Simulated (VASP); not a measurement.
Here is a VASP 6.6.1 calculation.

File POSCAR:

```
Cu2O
1.0
    4.2459160070      0.0000000000      0.0000000000
    0.0000000000      4.2459160070      0.0000000000
    0.0000000000      0.0000000000      4.2459160070
Cu O
4 2
Direct
    0.2500000000      0.2500000000      0.7500000000
    0.7500000000      0.2500000000      0.2500000000
    0.2500000000      0.7500000000      0.2500000000
    0.7500000000      0.7500000000      0.7500000000
    0.5000000000      0.5000000000      0.5000000000
    0.0000000000      0.0000000000      0.0000000000
```

Contents of INCAR.step1:

```
SYSTEM = Cu2O
  ALGO = Normal
  EDIFF = 1E-5
  ENCUT = 660
  GGA = PE
  GGA_COMPAT = .FALSE.
  ISMEAR = 0
  LASPH = .TRUE.
  LCHARG = .FALSE.
  LREAL = .FALSE.
  LWAVE = .TRUE.
  NBANDS = 37
  NELM = 120
  PREC = Accurate
  SIGMA = 0.02
```

File INCAR.step2:

```
SYSTEM = Cu2O
  ALGO = Normal
  EDIFF = 1E-6
  ENCUT = 660
  GGA_COMPAT = .FALSE.
  ISIF = 2
  ISMEAR = 0
  ISTART = 1
  LASPH = .TRUE.
  LCHARG = .TRUE.
  LELF = .TRUE.
  LMIXTAU = .TRUE.
  LREAL = .FALSE.
  LVHAR = .TRUE.
  LWAVE = .FALSE.
  METAGGA = R2SCAN
  NBANDS = 37
  NELM = 120
  PREC = Accurate
  SIGMA = 0.02
```

Contents of KPOINTS:

```
k-points
0
G
  6 6 6
  0 0 0
```

Potentials or basis: VASP PAW PBE potentials, release 64 (Cu, O).

Launch:

```console
$ cat potpaw_PBE.64/Cu/POTCAR potpaw_PBE.64/O/POTCAR > POTCAR
$ cp INCAR.step1 INCAR
$ mpirun -np 1 vasp_std > vasp.out
$ cp INCAR.step2 INCAR
$ mpirun -np 1 vasp_std > vasp.out
```

(1) What does it give for the band gap on the k mesh?

(2) Estimate the pressure.

Answers

(1) 0.79 eV.

(2) 0.8 GPa.

Caveat: semilocal functionals underestimate gaps, and a narrow one can read as zero; the PAW data sets were made with another functional, which shifts forces and pressure a little.
